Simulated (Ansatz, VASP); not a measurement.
This is a calculation of Au for Ansatz 0.2.0.

The input input.yaml:

```yaml
crystal:
  lattice:
    - [2.8707087448, 0.0, 0.0]
    - [-0.0132094378, 2.8754912702, 0.0]
    - [-1.160208912, -1.208660215, 5.0205878461]
  atoms:
    - { symbol: Au, position: [0.672862, 0.665962, 0.274055] }
    - { symbol: Au, position: [0.327138, 0.334038, 0.725945] }
kpoints:
  mp_grid: { grid: [10, 10, 6] }
scf:
  occupations: { method: fermi_dirac, width: 0.05 }
hamiltonian:
  xc: lda
  pseudopotentials: { kind: all_electron, lapw: { basis_error: 0.001 } }
output:
  forces: true
  stress: true
  eigenvalues: true
```

Potentials or basis: all-electron LAPW, scalar-relativistic.

Command:

```bash
$ ansatz run input.yaml --threads 1 --pin off --max-ram 3072MiB --backend cpu --events-out ev --progress --plain --runs-dir out
```

Task: Translate it to VASP 6.6.1. Potentials there: VASP PAW LDA potentials, release 64 (Au).

Result: As run (the cutoff follows the program's own potentials):

File INCAR:

```
PREC = Accurate ; ENCUT = 520
EDIFF = 1E-6 ; ISMEAR = -1
SIGMA = 0.05 ; LREAL = F
LASPH = T ; NELM = 100
ALGO = Fast ; ISIF = 2
LWAVE = F ; LCHARG = F
NBANDS = 18
```

KPOINTS

```
Automatic mesh
0
Gamma
  10 10 6
```

Contents of POSCAR:

```
Au
1.0
    2.8707087448      0.0000000000      0.0000000000
   -0.0132094378      2.8754912702      0.0000000000
   -1.1602089120     -1.2086602150      5.0205878461
Au
2
Direct
    0.6728620000      0.6659620000      0.2740550000
    0.3271380000      0.3340380000      0.7259450000
```

Potentials or basis: VASP PAW LDA potentials, release 64 (Au).

Launch:

```sh
$ cat potpaw_LDA.64/Au/POTCAR > POTCAR
$ mpirun -np 1 vasp_std > vasp.out
```

Both were run:

|  | VASP | Ansatz | Ansatz less VASP |
| --- | --- | --- | --- |
| gap on the k mesh at the Fermi level (eV) | none | none | - |
| pressure (GPa) | -16.1 | -16.4 | -0.31 |
| traceless stress, the component that is largest in VASP (GPa) | 1.11 | 1.13 | +0.021 |
| rms of the force components (eV/Å) | 0.119 | 0.116 | -0.0029 |

LDA's correlation is that of Perdew and Zunger in VASP and of Perdew and Wang (1992) in Ansatz. Atom by atom the forces differ by 0.003 eV/Å (rms over components). A gap of «none» marks a metal or a gap that the smearing closes. Ansatz ran all-electron here, and VASP with PAW potentials.

Spin-orbit coupling is off throughout.
